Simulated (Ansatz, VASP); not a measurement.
**Two plane-wave programs on AlN**

```
Al N
1.0
     0.00000    2.01883    2.01883
     2.01883    0.00000    2.01883
     2.01883    2.01883    0.00000
Al N
1 1
Direct
  0.00000 0.00000 0.00000
  0.50000 0.50000 0.50000
```

Alike in both runs: functional r2SCAN; k mesh 15 × 15 × 15; occupations fermi-dirac, width 0.05 eV; no spin polarisation.

Ansatz relaxed the structure, and its values are those at the end. VASP's run is a single point on that final structure, the one shown.

```csv
,VASP,Ansatz
version,VASP 6.6.1,Ansatz 0.2.0
potentials or method,"VASP PAW PBE potentials, release 64 (Al, N)","PAW with Ansatz's default frozen-core files, scalar-relativistic"
plane-wave cutoff (eV),520,500
valence electrons in the cell,8,8
```

|  | VASP | Ansatz | Ansatz less VASP |
| --- | --- | --- | --- |
| pressure (GPa) | -0.8 | 0.0 | +0.81 |

VASP's potentials were made for PBE, not for r2SCAN. The functional is the same, so the differences come from potentials, cutoffs and numerics.
